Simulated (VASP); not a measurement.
Wanted: the native input for a VASP 6.6.1 run.

| Quantity | Value |
| --- | --- |
| Task | relaxation of cell and atoms |
| Functional | r2SCAN |
| Potentials or basis | VASP PAW PBE potentials, release 64 (Ta_pv) |
| Cutoff | 600 eV |
| k mesh | 18 × 18 × 18 |
| Occupations | gaussian, width 0.1 eV |
| Spin | no spin polarisation |
| Dipole correction | no |
| Further INCAR settings | ALGO = Normal; EDIFF = 1e-06; IBRION = 2; EDIFFG = -0.005; NSW = 100; ISIF = 3 |

The system is Ta.

```xyz
1
Lattice="-1.6549 1.6549 1.6549 1.6549 -1.6549 1.6549 1.6549 1.6549 -1.6549" Properties=species:S:1:pos:R:3 pbc="T T T"
Ta    0.0000    0.0000    0.0000
```

One way to write it, as run:

POSCAR

```
Ta
1.0
   -1.6549278069      1.6549278069      1.6549278069
    1.6549278069     -1.6549278069      1.6549278069
    1.6549278069      1.6549278069     -1.6549278069
Ta
1
Direct
    0.0000000000      0.0000000000      0.0000000000
```

INCAR.step1

```
PREC     = Accurate       # precision mode
ENCUT    = 600            # plane-wave cutoff, eV
ISMEAR   = 0              # smearing method
SIGMA    = 0.1            # smearing width, eV
LREAL    = False          # projectors in reciprocal space
LASPH    = True           # aspherical terms in the spheres
NELM     = 60             # most SCF steps
GGA      = PE             # functional
ALGO     = Normal         # electronic algorithm
EDIFF    = 1E-4           # SCF threshold, eV
LWAVE    = True           # write WAVECAR
LCHARG   = False          # write CHGCAR
```

INCAR.step2

```
PREC     = Accurate       # precision mode
ENCUT    = 600            # plane-wave cutoff, eV
EDIFF    = 1E-6           # SCF threshold, eV
ISMEAR   = 0              # smearing method
SIGMA    = 0.1            # smearing width, eV
LREAL    = False          # projectors in reciprocal space
LASPH    = True           # aspherical terms in the spheres
NELM     = 60             # most SCF steps
ALGO     = Normal         # electronic algorithm
ISIF     = 3              # what is computed and relaxed
LWAVE    = False          # write WAVECAR
LCHARG   = False          # write CHGCAR
METAGGA  = R2SCAN         # meta-GGA
LMIXTAU  = True         
IBRION   = 2              # ionic algorithm
NSW      = 100            # ionic steps
EDIFFG   = -0.005         # ionic threshold
ISTART   = 1
```

KPOINTS

```
Automatic mesh
0
Gamma
  18 18 18
```

Potentials or basis: VASP PAW PBE potentials, release 64 (Ta_pv).

Run with:

```console
$ cat potpaw_PBE.64/Ta_pv/POTCAR > POTCAR
$ cp INCAR.step1 INCAR
$ mpirun -np 1 vasp_std > vasp.out
$ cp INCAR.step2 INCAR
$ mpirun -np 1 vasp_std > vasp.out
```

It gave:

```json
{"Relaxed volume": "18.10 Å³/atom", "Relaxed cell": "a = 2.865 Å, b = 2.865 Å, c = 2.865 Å, α = 109.47°, β = 109.47°, γ = 109.47°", "Space group after relaxing (to 0.1 Å)": "Im-3m (No. 229)", "Energy gained by relaxing": "0.0 meV/atom", "Ionic steps": "3", "Pressure after relaxing": "0.0 GPa", "Band gap on the k mesh": "zero (an odd number of electrons rules out a gap without spin polarisation)"}
```

Caveat: the PAW data sets were made with another functional, which shifts forces and pressure a little; spin-orbit coupling is left out, which moves the levels of the heavy elements.

It took 100 s on 1 thread of Intel(R) Xeon(R) Platinum 8488C (Sapphire Rapids), on a shared host, peak memory 0.18 GiB.
